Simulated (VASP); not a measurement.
**From VASP inputs to Ansatz: KTaO3 (measured structure)**

INCAR

```
GGA = PE
NSW = 0
NBANDS = 27
ISIF = 2
ISMEAR = -1
NELM = 120
SIGMA = 0.02
LREAL = .FALSE.
ENCUT = 520
PREC = Accurate
IBRION = -1
LWAVE = .FALSE.
LELF = .TRUE.
LASPH = .TRUE.
EDIFF = 1E-7
LCHARG = .TRUE.
```

KPOINTS

```
KPOINTS created by Atomic Simulation Environment
0
Gamma
6 6 6
0 0 0
```

KPOINTS_OPT

```
special points
4
Reciprocal
0.0000000000 0.0000000000 0.0000000000 1
0.0000000000 0.5000000000 0.0000000000 1
0.5000000000 0.5000000000 0.0000000000 1
0.5000000000 0.5000000000 0.5000000000 1
```

POSCAR

```
K  Ta O
 1.0000000000000000
     3.9901309585647784    0.0000000000000000    0.0000000000000000
    -0.0000000000000000    3.9901309585647784    0.0000000000000000
     0.0000000000000000    0.0000000000000000    3.9901309585647784
 K   Ta  O
   1   1   3
Cartesian
  1.9950654792823890  1.9950654792823890  1.9950654792823890
 -0.0000000000000000 -0.0000000000000000 -0.0000000000000000
  1.9950654792823890  0.0000000000000000  0.0000000000000000
 -0.0000000000000000  1.9950654792823890 -0.0000000000000000
  0.0000000000000000  0.0000000000000000  1.9950654792823890
```

VASP ran with the recommended PBE PAW datasets (38 valence electrons in the cell).

Question: Write an Ansatz input for this cell and level of theory.

Answer: 

```yaml
crystal:
  lattice:
    - [3.9901309586, 0.0, 0.0]
    - [0.0, 3.9901309586, 0.0]
    - [0.0, 0.0, 3.9901309586]
  atoms:
    - { symbol: K, position: [0.5, 0.5, 0.5] }
    - { symbol: Ta, position: [0.0, 0.0, 0.0] }
    - { symbol: O, position: [0.5, 0.0, 0.0] }
    - { symbol: O, position: [0.0, 0.5, 0.0] }
    - { symbol: O, position: [0.0, 0.0, 0.5] }
kpoints:
  mp_grid: { grid: [6, 6, 6] }
  band_path:
    path: [[0.0, 0.0, 0.0], [0.0, 0.5, 0.0], [0.5, 0.5, 0.0], [0.5, 0.5, 0.5]]
    npoints: 1
hamiltonian:
  xc: pbe
scf:
  occupations: { method: fermi_dirac, width: 0.02 }
  n_extra_bands: 5
output:
  forces: true
  stress: true
  eigenvalues: true
```

Other inputs would serve too.

```csv
,VASP,Ansatz
gap between bands v and c,2.17 eV,2.22 eV
least direct gap,2.79 eV,2.83 eV
pressure,5.8 GPa,5.1 GPa
```

Datasets and cutoffs are each program's own. VASP's cell holds 38 valence electrons and Ansatz's 40. Ansatz's stress includes a Pulay correction; VASP's doesn't.

VASP's potentials hold 38 valence electrons a cell and Ansatz's 40, so a difference between the two programs can come from the potentials and not from the codes.
